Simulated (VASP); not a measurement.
Here is a VASP 6.6.1 calculation.

Contents of INCAR:

```
PREC     = Accurate       # precision mode
ENCUT    = 600            # plane-wave cutoff, eV
EDIFF    = 1E-6           # SCF threshold, eV
ISMEAR   = -1             # smearing method
SIGMA    = 0.1            # smearing width, eV
LREAL    = F              # projectors in reciprocal space
LASPH    = T              # aspherical terms in the spheres
NELM     = 120            # most SCF steps
ALGO     = Normal         # electronic algorithm
ISIF     = 2              # what is computed and relaxed
LWAVE    = F              # write WAVECAR
LCHARG   = F              # write CHGCAR
GGA      = PE             # functional
NBANDS   = 10             # bands
GGA_COMPAT= F
```

The input KPOINTS:

```
regular mesh
0
Gamma
  7 7 7
```

Contents of POSCAR:

```
Re
1.0
   -1.5566957522      1.5566957522      1.5566957522
    1.5566957522     -1.5566957522      1.5566957522
    1.5566957522      1.5566957522     -1.5566957522
Re
1
Direct
    0.0000000000      0.0000000000      0.0000000000
```

Potentials or basis: VASP PAW PBE potentials, release 64 (Re).

The run is started by

```console
$ cat potpaw_PBE.64/Re/POTCAR > POTCAR
$ mpirun -np 1 vasp_std > vasp.out
```

**Question.** Estimate the pressure.

**Answer.** 0.3 GPa.

Caveat: the k points lie up to 0.41 Å⁻¹ apart.
